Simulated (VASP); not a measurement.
CeO2 (fluorite type): single point with PBE

CeO2 (fluorite type):

```
CELL_PARAMETERS angstrom
0.00000 2.73000 2.73000
2.73000 0.00000 2.73000
2.73000 2.73000 0.00000
ATOMIC_POSITIONS crystal
Ce 0.00000 0.00000 0.00000
O 0.25000 0.25000 0.25000
O 0.75000 0.75000 0.75000
```

```json
{
 "Program": "VASP 6.6.1",
 "Task": "single point",
 "Functional": "PBE",
 "Potentials or basis": "VASP PAW PBE potentials, release 64 (Ce, O)",
 "Cutoff": "520 eV",
 "k mesh": "8 × 8 × 8",
 "Occupations": "fermi-dirac, width 0.1 eV",
 "Spin": "no spin polarisation",
 "Dipole correction": "no",
 "Further INCAR settings": "ALGO = Normal; EDIFF = 1e-07; NBANDS = 19"
}
```

```yaml
Pressure: 0.3 GPa
Band_gap_on_the_k_mesh: 1.87 eV (least direct gap 1.97 eV)
```

Levels at points of the mesh, in eV from the valence-band top:
```tsv
k point	band 8	band 9	band 10	band 11	band 12	band 13	band 14	band 15	band 16	band 17
(0.00, 0.00, 0.00)	-3.72	-3.72	-0.58	-0.58	-0.58	2.18	2.18	2.18	2.41	2.81
(0.50, 0.00, 0.00)	-2.86	-1.25	-1.18	-0.78	-0.78	1.87	2.04	2.04	2.19	2.67
(0.50, 0.50, 0.00)	-1.19	-1.19	-0.74	-0.74	-0.58	1.91	2.00	2.00	2.16	2.48
```

Wall time 22 s on 1 thread of Intel(R) Xeon(R) 6975P-C (Granite Rapids), on a shared host, peak memory 0.19 GiB.

Caveat: spin-orbit coupling is left out, which moves the levels of the heavy elements; semilocal functionals describe open f shells poorly, which spoils levels, moments and volumes. Spin polarisation is off, so any magnetic state and its effect on volume and gap are missing.
